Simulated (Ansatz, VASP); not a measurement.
# One calculation of BaTiO3, two programs

```
Ba Ti O
1.0
     3.97275    0.00000    0.00000
     0.00000    3.97275    0.00000
     0.00000    0.00000    4.04974
Ba Ti O
1 1 3
Direct
  0.50000 0.50000 0.58177
  0.00000 0.00000 0.09821
  0.00000 0.50000 0.06421
  0.50000 0.00000 0.06421
  0.00000 0.00000 0.55160
```

Change from the starting cell: strain along c alone, the other axes held, atoms relaxed: -1.5 %.

Alike in both runs: functional r2SCAN; k mesh 8 × 8 × 8; occupations gaussian, width 0.02 eV; no spin polarisation.

Ansatz relaxed the structure, and its values are those at the end. VASP's run is a single point on that final structure, the one shown.

|  | VASP | Ansatz |
| --- | --- | --- |
| version | VASP 6.6.1 | Ansatz 0.2.0 |
| potentials or method | VASP PAW PBE potentials, release 64 (Ba_sv, Ti_sv, O), cutoff 520 eV | scalar-relativistic, plane waves, PAW |
| valence electrons in the cell | 40 | 40 |

|  | VASP | Ansatz | Ansatz less VASP |
| --- | --- | --- | --- |
| gap on the k mesh at the Fermi level (eV) | 2.22 | 2.24 | +0.023 |
| least direct gap on the mesh (eV) | 2.63 | 2.62 | -0.013 |
| pressure (GPa) | 3.6 | 1.6 | -2.02 |
| rms of the force components (eV/Å) | 0.054 | 0.001 | -0.0527 |

VASP's potentials were made for PBE, not for r2SCAN. With one functional, cell and mesh, what is left measures potentials, basis and numerics. Ansatz's warnings: stress scf threshold loose.

Neither program's run includes spin-orbit coupling.
